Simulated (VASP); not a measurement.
# Ga3Se (P4/mmm) in VASP: a series of runs

Ga3Se is run at these levels: PBE+D3(BJ); tasks: single point.

Program: VASP 6.6.1. These are calculated values, not measurements. Logs are shortened: lines on timing, memory, paths and dates and some standing lists are left out, and cuts for length are marked.

## 1. The cell of the first run

It takes space group P4/mmm (No. 123, tetragonal). The conventional cell has a = 4.324 Å, b = 4.324 Å, c = 4.259 Å, α = 90.00°, β = 90.00°, γ = 90.00°. Ga (site symmetry mmm) has 8 Ga at 3.03 to 3.06 Å and 4 Se at 3.03 Å within 4.0 Å. Within 4.0 Å of Ga (site symmetry 4/mmm) lie 8 Ga at 3.03 Å and 4 Se at 3.06 Å. Se (site symmetry 4/mmm) has 12 Ga at 3.03 to 3.06 Å within 4.0 Å.

## 2. Single point, PBE+D3(BJ) (strain +0.000 along x and y, -0.015 along z)

The input, INCAR:

```
PREC = Accurate
ENCUT = 520
EDIFF = 1E-6
ISMEAR = 0
SIGMA = 0.15
LREAL = F
LASPH = T
NELM = 80
ALGO = Normal
ISIF = 2
LWAVE = F
LCHARG = F
GGA = PE
IVDW = 12
NBANDS = 30
```

The input, KPOINTS:

```
Automatic mesh
0
Gamma
  12 12 12
```

The input, POSCAR:

```
Ga3Se
1.0
    4.3236103157      0.0000000000      0.0000000000
    0.0000000000      4.3236103157      0.0000000000
    0.0000000000      0.0000000000      4.2587561610
Ga Se
3 1
Direct
    0.0000000000      0.5000000000      0.5000000000
    0.5000000000      0.0000000000      0.5000000000
    0.5000000000      0.5000000000      0.0000000000
    0.0000000000      0.0000000000      0.0000000000
```

Potentials or basis: VASP PAW PBE potentials, release 64 (Ga_d, Se).

Launch:

```bash
> cat potpaw_PBE.64/Ga_d/POTCAR potpaw_PBE.64/Se/POTCAR > POTCAR
> mpirun -np 1 vasp_std > vasp.out
```

OUTCAR:

```text
PREC = Accurate
   ENCUT = 520
   EDIFF = 1E-6
   ISMEAR = 0
   LREAL = F
   LASPH = T
   NELM = 80
   ISIF = 2
   GGA = PE
   IVDW = 12
 IVDW          = 12

 ion  position               nearest neighbor table
   1  0.000  0.500  0.500-
   2  0.500  0.000  0.500-
   3  0.500  0.500  0.000-
   4  0.000  0.000  0.000-

  LATTYP: Found a simple tetragonal cell.
 ALAT       =     4.3236103157
 C/A-ratio  =     0.9850000000

  Lattice vectors:

 A1 = (   4.3236103157,   0.0000000000,   0.0000000000)
 A2 = (   0.0000000000,   4.3236103157,   0.0000000000)
 A3 = (   0.0000000000,   0.0000000000,   4.2587561610)

Analysis of symmetry for initial positions (statically):
=====================================================================
 Subroutine PRICEL returns:
 Original cell was already a primitive cell.

 Routine SETGRP: Setting up the symmetry group for a
 simple tetragonal supercell.

 Subroutine GETGRP returns: Found 16 space group operations
 (whereof 16 operations were pure point group operations)
 out of a pool of 16 trial point group operations.

The static configuration has the point symmetry D_4h.

Analysis of symmetry for dynamics (positions and initial velocities):
=====================================================================
 Subroutine PRICEL returns:
 Original cell was already a primitive cell.

 Routine SETGRP: Setting up the symmetry group for a
 simple tetragonal supercell.

 Subroutine GETGRP returns: Found 16 space group operations
 (whereof 16 operations were pure point group operations)
 out of a pool of 16 trial point group operations.

The dynamic configuration has the point symmetry D_4h.

 Subroutine INISYM returns: Found 16 space group operations
 (whereof 16 operations are pure point group operations),
 and found     1 'primitive' translations

----------------------------------------------------------------------------------------

                                     Primitive cell

  volume of cell :      79.6115

  direct lattice vectors                    reciprocal lattice vectors
     4.323610316  0.000000000  0.000000000     0.231288189  0.000000000  0.000000000
     0.000000000  4.323610316  0.000000000     0.000000000  0.231288189  0.000000000
     0.000000000  0.000000000  4.258756161     0.000000000  0.000000000  0.234810344

  length of vectors
     4.323610316  4.323610316  4.258756161     0.231288189  0.231288189  0.234810344

  position of ions in fractional coordinates (direct lattice)
     0.000000000  0.500000000  0.500000000
     0.500000000  0.000000000  0.500000000
     0.500000000  0.500000000  0.000000000
     0.000000000  0.000000000  0.000000000

  ion indices of the primitive-cell ions
   primitive index   ion index
                 1           1
                 2           2
                 3           3
                 4           4

----------------------------------------------------------------------------------------

 KPOINTS: Automatic mesh

Automatic generation of k-mesh.
 Grid dimensions read from file:
 generate k-points for:   12   12   12

 Generating k-lattice:

  Cartesian coordinates                     Fractional coordinates (reciprocal lattice)
     0.019274016  0.000000000  0.000000000     0.083333333  0.000000000  0.000000000
     0.000000000  0.019274016  0.000000000     0.000000000  0.083333333  0.000000000
     0.000000000  0.000000000  0.019567529     0.000000000  0.000000000  0.083333333

  Length of vectors
     0.019274016  0.019274016  0.019567529

  Shift w.r.t. Gamma in fractional coordinates (k-lattice)
     0.000000000  0.000000000  0.000000000

 Subroutine IBZKPT returns following result:
 ===========================================

 Found    196 irreducible k-points:

 Following reciprocal coordinates:
            Coordinates               Weight
  0.000000  0.000000  0.000000      1.000000
  0.083333  0.000000  0.000000      4.000000
  0.166667  0.000000  0.000000      4.000000
  0.250000  0.000000  0.000000      4.000000
  0.333333  0.000000  0.000000      4.000000
  0.416667  0.000000  0.000000      4.000000
[... 16 lines left out ...]
  0.333333  0.333333  0.000000      4.000000
  0.416667  0.333333  0.000000      8.000000
 [... further k-points ...]
   k-points           NKPTS =    196   k-points in BZ     NKDIM =    196   number of bands    NBANDS=     30
   number of dos      NEDOS =    301   number of ions     NIONS =      4
   total plane-waves  NPLWV =  32768
   dimension x,y,z NGX =    32 NGY =   32 NGZ =   32
   dimension x,y,z NGXF=    64 NGYF=   64 NGZF=   64
   ions per type =               3   1
   NGX,Y,Z   is equivalent  to a cutoff of  12.30, 12.30, 12.49 a.u.
   NGXF,Y,Z  is equivalent  to a cutoff of  24.61, 24.61, 24.98 a.u.
 SYSTEM =  unknown system
   PREC   = accura    normal or accurate (medium, high low for compatibility)
   ISTART =      0    job   : 0-new  1-cont  2-samecut
   ICHARG =      2    charge: 1-file 2-atom 10-const
   ISPIN  =      1    spin polarized calculation?
   LNONCOLLINEAR =      F non collinear calculations
   LSORBIT =      F    spin-orbit coupling
   LASPH  =      T    aspherical Exc in radial PAW
   ENCUT  =  520.0 eV  38.22 Ry    6.18 a.u.   8.04  8.04  7.92*2*pi/ulx,y,z
   NELM   =     80;   NELMIN=  2; NELMDL= -5     # of ELM steps
   EDIFF  = 0.1E-05   stopping-criterion for ELM
   LREAL  =      F    real-space projection
   EDIFFG = 0.1E-04   stopping-criterion for IOM
   NSW    =      0    number of steps for IOM
   IBRION =     -1    ionic relax: 0-MD 1-quasi-New 2-CG
   NFREE  =      0    steps in history (QN), initial steepest desc. (CG)
   ISIF   =      2    stress and relaxation
   ISYM   =      2    0-nonsym 1-usesym 2-fastsym
   POTIM  = 0.5000    time-step for ionic-motion
   TEBEG  =    0.0;   TEEND  =   0.0 temperature during run
   PSTRESS=    0.0 pullay stress
   NELECT =      45.0000    total number of electrons
   NUPDOWN=      -1.0000    fix difference up-down
   EMIN   =  10.00;   EMAX   =-10.00  energy-range for DOS
   EFERMI =   0.00;   METHOD = LEGACY
   ISMEAR =     0;   SIGMA  =   0.15  broadening in eV -4-tet -1-fermi 0-gaus
   EFERMI_NEDOS =   21; number of points for ismear=-14 and -15
   IALGO  =     38    algorithm
   IMIX   =      4    mixing-type and parameters
     AMIX     =   0.40;   BMIX     =  1.00
     AMIX_MAG =   1.60;   BMIX_MAG =  1.00
  volume/ion in A,a.u.               =      19.90       134.31
  Fermi-wavevector in a.u.,A,eV,Ry     =   1.353590  2.557914 24.928664  1.832205
  Thomas-Fermi vector in A             =   2.480832
   LORBIT       =      0    0 simple, 1 ext, 2 COOP (PROOUT), +10 PAW based schemes
   GGA     = PE    functional components
   LHFCALC =     F    Hartree Fock is set to
   AEXX    =    0.0000 exact exchange contribution
   IVDW    =    12    specifies the selected vdW correction
   LEPSILON=     F    determine dielectric tensor
   LRPA    =     F    only Hartree local field effects (RPA)
 non-spin polarized calculation
 Gauss-broadening in eV      SIGMA  =   0.15
  energy-cutoff  :      520.00
  volume of cell :       79.61
 maximum number of plane-waves:      2192
   NGX = 17   NGY = 17   NGZ = 15

 number of electron      45.0000028 magnetization

 Free energy of the ion-electron system (eV)
  ---------------------------------------------------
  ext. energy  EPLUGINS =         0.00000000
  ---------------------------------------------------
  free energy    TOTEN  =       -12.36670029 eV

  energy without entropy =      -12.34967065  energy(sigma->0) =      -12.35818547

 E-fermi :   5.4611     XC(G=0): -10.7007

 val. band max:        5.4610004971   @ k =   0.5000   0.4167   0.0833
 cond. band min:       5.4815927803   @ k =   0.4167   0.2500   0.2500
 fundamental gap:      0.0205922832
 Fermi energy:         5.4611159037

 k-point     1 :       0.0000    0.0000    0.0000
  band No.  band energies     occupation
      1      -9.6676      2.00000
      2      -9.6115      2.00000
      3      -9.6115      2.00000
      4      -9.6051      2.00000
      5      -9.5519      2.00000
      6      -9.5441      2.00000
[... 22 lines left out ...]
     29      11.7170      0.00000
     30      12.6189      0.00000

 k-point     2 :       0.0833    0.0000    0.0000
  band No.  band energies     occupation
      1      -9.6608      2.00000
      2      -9.6105      2.00000
      3      -9.6072      2.00000
      4      -9.6011      2.00000
      5      -9.5506      2.00000
      6      -9.5414      2.00000
[... 22 lines left out ...]
     29      11.9837      0.00000
     30      12.8397      0.00000

 k-point     3 :       0.1667    0.0000    0.0000
  band No.  band energies     occupation
      1      -9.6415      2.00000
      2      -9.6076      2.00000
      3      -9.5945      2.00000
      4      -9.5892      2.00000
      5      -9.5480      2.00000
      6      -9.5328      2.00000
[... 22 lines left out ...]
     29      12.5558      0.00000
     30      12.9765      0.00000

 k-point     4 :       0.2500    0.0000    0.0000
  band No.  band energies     occupation
      1      -9.6129      2.00000
      2      -9.6035      2.00000
      3      -9.5743      2.00000
      4      -9.5703      2.00000
      5      -9.5447      2.00000
      6      -9.5188      2.00000
[... 22 lines left out ...]
     29      13.0920      0.00000
     30      13.2008      0.00000

 k-point     5 :       0.3333    0.0000    0.0000
  band No.  band energies     occupation
      1      -9.5991      2.00000
      2      -9.5801      2.00000
      3      -9.5484      2.00000
      4      -9.5464      2.00000
      5      -9.5401      2.00000
      6      -9.5019      2.00000
[... 22 lines left out ...]
     29      12.5057      0.00000
     30      12.8772      0.00000
[... 526 lines left out ...]
     29      10.0861      0.00000
     30      11.0754      0.00000

 k-point    22 :       0.5000    0.2500    0.0000
  band No.  band energies     occupation
      1      -9.5600      2.00000
      2      -9.5420      2.00000
      3      -9.5369      2.00000
      4      -9.5155      2.00000
      5      -9.5004      2.00000
      6      -9.4905      2.00000
[... 22 lines left out ...]
     29       9.8041      0.00000
     30      12.3266      0.00000

 k-point    23 :       0.3333    0.3333    0.0000
  band No.  band energies     occupation
      1      -9.5650      2.00000
      2      -9.5537      2.00000
      3      -9.5209      2.00000
      4      -9.5176      2.00000
      5      -9.5173      2.00000
      6      -9.5010      2.00000
[... 22 lines left out ...]
     29      10.2449      0.00000
     30      10.5068      0.00000

 k-point    24 :       0.4167    0.3333    0.0000
  band No.  band energies     occupation
      1      -9.5561      2.00000
      2      -9.5421      2.00000
      3      -9.5271      2.00000
      4      -9.5163      2.00000
      5      -9.5141      2.00000
      6      -9.4882      2.00000
[... 22 lines left out ...]
     29      10.3397      0.00000
     30      11.5438      0.00000

 [... further k-points ...]

------------------------ aborting loop because EDIFF is reached ----------------------------------------

 Edisp (eV)   -1.28428

 E8    (eV) :    -0.5776

  FORCE on cell =-STRESS in cart. coord.  units (eV):
  Direction    XX          YY          ZZ          XY          YZ          ZX
  --------------------------------------------------------------------------------------
  -------------------------------------------------------------------------------------
  Total       0.46780     0.46780     0.48485     0.00000    -0.00000     0.00000
  in kB       9.41442     9.41442     9.75757     0.00000    -0.00000     0.00000
  external pressure =        9.53 kB  Pullay stress =        0.00 kB

 VOLUME and BASIS-vectors are now :
 -----------------------------------------------------------------------------
  energy-cutoff  :      520.00
  volume of cell :       79.61
      direct lattice vectors                 reciprocal lattice vectors
     4.323610316  0.000000000  0.000000000     0.231288189  0.000000000  0.000000000
     0.000000000  4.323610316  0.000000000     0.000000000  0.231288189  0.000000000
     0.000000000  0.000000000  4.258756161     0.000000000  0.000000000  0.234810344

 POSITION                                       TOTAL-FORCE (eV/Angst)
 -----------------------------------------------------------------------------------
      0.00000      2.16181      2.12938         0.000000      0.000000      0.000000
      2.16181      0.00000      2.12938         0.000000      0.000000      0.000000
      2.16181      2.16181      0.00000         0.000000      0.000000      0.000000
      0.00000      0.00000      0.00000         0.000000      0.000000      0.000000
 -----------------------------------------------------------------------------------
    total drift:                                0.000000     -0.000000     -0.000000

  FREE ENERGIE OF THE ION-ELECTRON SYSTEM (eV)
  ---------------------------------------------------
  free  energy   TOTEN  =       -13.6509782893 eV

  energy  without entropy=      -13.6339486489  energy(sigma->0) =      -13.64246347
```

Run time: 4.6 min. Hardware: 1 thread of Intel Xeon 8259CL, shared host; peak memory 0.48 GiB.

What came out:

| Item | Value |
| --- | --- |
| Free energy | -13.6510 eV |
| Pressure | 1.0 GPa |
| Band gap on the k mesh | zero (an odd number of electrons rules out a gap without spin polarisation) |
| Dispersion energy per atom | -0.321 eV |

Levels at points of the mesh, in eV from the Fermi level:
| k point | band 18 | band 19 | band 20 | band 21 | band 22 | band 23 | band 24 | band 25 | band 26 | band 27 |
| --- | --- | --- | --- | --- | --- | --- | --- | --- | --- | --- |
| (0.00, 0.00, 0.00) | -4.19 | -4.19 | -4.06 | -2.81 | -2.62 | 1.70 | 1.70 | 1.75 | 4.63 | 4.63 |
| (0.50, 0.00, 0.00) | -5.28 | -3.16 | -3.05 | -1.85 | -1.09 | -0.50 | -0.33 | 1.04 | 4.40 | 4.49 |
| (0.50, 0.50, 0.00) | -7.31 | -6.77 | -2.36 | -0.78 | -0.44 | -0.44 | 1.68 | 1.68 | 1.75 | 1.98 |
| (0.00, 0.00, 0.50) | -5.32 | -3.11 | -3.11 | -1.92 | -1.18 | -0.44 | -0.44 | 0.94 | 4.37 | 4.37 |
| (0.50, 0.00, 0.50) | -7.24 | -6.71 | -2.42 | -0.93 | -0.63 | -0.59 | 1.51 | 1.55 | 1.57 | 1.87 |
| (0.50, 0.50, 0.50) | -5.40 | -5.40 | -5.17 | -5.17 | -5.17 | -3.86 | 4.29 | 4.29 | 4.52 | 9.09 |

Caveat: the cell differs from its parent crystal (strain +0.000 along x and y, -0.015 along z).

## 3. Single point, PBE+D3(BJ) (strain -0.015 along x and y, +0.015 along z)

The input, INCAR:

```
PREC = Accurate
ENCUT = 520
EDIFF = 1E-7
ISMEAR = 0
SIGMA = 0.15
LREAL = False
LASPH = True
NELM = 80
ALGO = Normal
ISIF = 2
LWAVE = False
LCHARG = False
GGA = PE
IVDW = 12
NBANDS = 30
```

KPOINTS is that of step 2.

The input, POSCAR:

```
Ga3Se
1.0
    4.2587561610      0.0000000000      0.0000000000
    0.0000000000      4.2587561610      0.0000000000
    0.0000000000      0.0000000000      4.3884644704
Ga Se
3 1
Direct
    0.0000000000      0.5000000000      0.5000000000
    0.5000000000      0.0000000000      0.5000000000
    0.5000000000      0.5000000000      0.0000000000
    0.0000000000      0.0000000000      0.0000000000
```

Potentials or basis: VASP PAW PBE potentials, release 64 (Ga_d, Se).

Launch:

```bash
> cat potpaw_PBE.64/Ga_d/POTCAR potpaw_PBE.64/Se/POTCAR > POTCAR
> mpirun -np 1 vasp_std > vasp.out
```

Run time: 6.7 min. Hardware: 1 thread of Intel Xeon 8259CL, shared host; peak memory 0.48 GiB.

Results (log left out):

| Quantity | Value |
| --- | --- |
| Free energy | -13.6502 eV |
| Pressure | 0.8 GPa |
| Band gap on the k mesh | zero (an odd number of electrons rules out a gap without spin polarisation) |
| Dispersion energy per atom | -0.321 eV |

Stress tensor (GPa, compression positive):
```
0.91 0.00 0.00
0.00 0.91 0.00
0.00 0.00 0.69
```

Levels at points of the mesh, in eV from the Fermi level:
| k point | band 18 | band 19 | band 20 | band 21 | band 22 | band 23 | band 24 | band 25 | band 26 | band 27 |
| --- | --- | --- | --- | --- | --- | --- | --- | --- | --- | --- |
| (0.00, 0.00, 0.00) | -4.31 | -4.06 | -4.06 | -2.90 | -2.53 | 1.66 | 1.72 | 1.72 | 4.59 | 4.68 |
| (0.50, 0.00, 0.00) | -5.34 | -3.22 | -3.00 | -2.00 | -1.09 | -0.61 | -0.27 | 0.94 | 4.33 | 4.42 |
| (0.50, 0.50, 0.00) | -7.20 | -6.66 | -2.47 | -1.09 | -0.78 | -0.78 | 1.27 | 1.45 | 1.45 | 1.76 |
| (0.00, 0.00, 0.50) | -5.24 | -3.11 | -3.11 | -1.73 | -1.07 | -0.40 | -0.40 | 1.13 | 4.22 | 4.65 |
| (0.50, 0.00, 0.50) | -7.29 | -6.78 | -2.36 | -0.78 | -0.49 | -0.41 | 1.66 | 1.68 | 1.75 | 1.98 |
| (0.50, 0.50, 0.50) | -5.43 | -5.37 | -5.18 | -5.17 | -5.17 | -3.86 | 4.05 | 4.51 | 4.51 | 8.91 |

Caveat: the cell differs from its parent crystal (strain -0.015 along x and y, +0.015 along z).

(Continued in part 2 of 2.)

The gap in the log of VASP goes by the Fermi energy; the results here count the filled bands.